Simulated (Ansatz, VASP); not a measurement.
# SiC: VASP beside Ansatz

```
Si C
1.0
    -3.07600    0.00000    0.00000
    -1.53800   -2.66389    0.00000
    -2.69134   -1.55385   10.09600
Si C
4 4
Direct
  0.95200 0.95200 0.65375
  0.24365 0.24365 0.15375
  0.13951 0.13951 0.90375
  0.43116 0.43116 0.40375
  0.83972 0.83972 0.84625
  0.13137 0.13137 0.34625
  0.61052 0.61052 0.09625
  0.31887 0.31887 0.59625
```

Alike in both runs: task single point; functional LDA; k mesh 10 × 10 × 3; occupations gaussian, width 0.05 eV; no spin polarisation.

|  | VASP | Ansatz |
| --- | --- | --- |
| version | VASP 6.6.1 | Ansatz 0.2.0 |
| potentials or method | VASP PAW LDA potentials, release 64 (Si, C), cutoff 520 eV | scalar-relativistic, plane waves, PAW |
| valence electrons in the cell | 32 | 32 |

|  | VASP | Ansatz | Ansatz less VASP |
| --- | --- | --- | --- |
| gap on the k mesh at the Fermi level (eV) | 0.07 | 0.08 | +0.007 |
| least direct gap on the mesh (eV) | 0.52 | 0.53 | +0.007 |
| pressure (GPa) | -3.6 | -4.0 | -0.40 |
| traceless stress, the component that is largest in VASP (GPa) | 7.00 | 7.11 | +0.108 |
| rms of the force components (eV/Å) | 0.564 | 0.564 | +0.0005 |

LDA's correlation is that of Perdew and Zunger in VASP and of Perdew and Wang (1992) in Ansatz. Atom by atom the forces differ by 0.004 eV/Å (rms over components).
